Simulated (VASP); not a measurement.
Cu: single point with PBE

Cu, a slab with vacuum:

```xyz
5
Lattice="2.5680 0.0000 0.0000 -1.2840 2.2240 0.0000 0.0000 0.0000 23.3871" Properties=species:S:1:pos:R:3 pbc="T T T"
Cu    0.0000    1.4826    7.5090
Cu    1.2840    0.7413    9.5913
Cu    0.0000    1.4826   11.6935
Cu    1.2840    0.7413   13.7957
Cu    0.0000    1.4826   15.8780
```

```yaml
Program: VASP 6.6.1
Task: single point
Functional: PBE
Potentials_or_basis: VASP PAW PBE potentials, release 64 (Cu)
Cutoff: 520 eV
k_mesh: 15 × 15 × 1
Occupations: gaussian, width 0.1 eV
Spin: no spin polarisation
```

```yaml
Largest_force: 0.020 eV/Å
Band_gap_on_the_k_mesh: zero (an odd number of electrons rules out a gap without spin polarisation)
```

Forces in eV/Å, atoms in the order of the input:
```
Cu   0.000  0.000 -0.020
Cu   0.000  0.000 -0.002
Cu   0.000  0.000  0.000
Cu   0.000  0.000  0.002
Cu   0.000  0.000  0.020
```

Levels at points of the mesh, in eV from the Fermi level:
```tsv
k point	band 25	band 26	band 27	band 28	band 29	band 30	band 31	band 32
(0.00, 0.00, 0.00)	-1.86	-1.65	-1.65	-1.64	-1.64	-0.95	-0.25	4.13
```

Wall time 5.8 min on 1 thread of Intel Xeon 8259CL, with other jobs on the host, peak memory 0.3 GiB.
